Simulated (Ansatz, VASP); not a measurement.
**Sr in VASP and in Ansatz**

```
CELL_PARAMETERS angstrom
4.31000 0.00000 0.01078
-2.15500 3.73257 -0.00539
0.01762 0.00000 7.05000
ATOMIC_POSITIONS crystal
Sr 0.33333 0.66667 0.25000
Sr 0.66667 0.33333 0.75000
```

Change from the starting cell: strain +0.0050 x Voigt [0, 0, 0, 0, 1, 0], atoms carried along.

Alike in both runs: task single point; functional PBEsol; k mesh 12 × 12 × 8; occupations gaussian, width 0.15 eV; no spin polarisation.

```csv
,VASP,Ansatz
version,VASP 6.6.1,Ansatz 0.2.0
potentials or method,"VASP PAW PBE potentials, release 64 (Sr_sv), cutoff 520 eV","scalar-relativistic, plane waves, PAW"
valence electrons in the cell,20,20
```

|  | VASP | Ansatz | Ansatz less VASP |
| --- | --- | --- | --- |
| gap on the k mesh at the Fermi level (eV) | none | none | - |
| pressure (GPa) | -0.8 | -0.9 | -0.01 |

VASP's potentials were made for PBE, not for PBEsol. A gap of «none» marks a metal or a gap that the smearing closes.
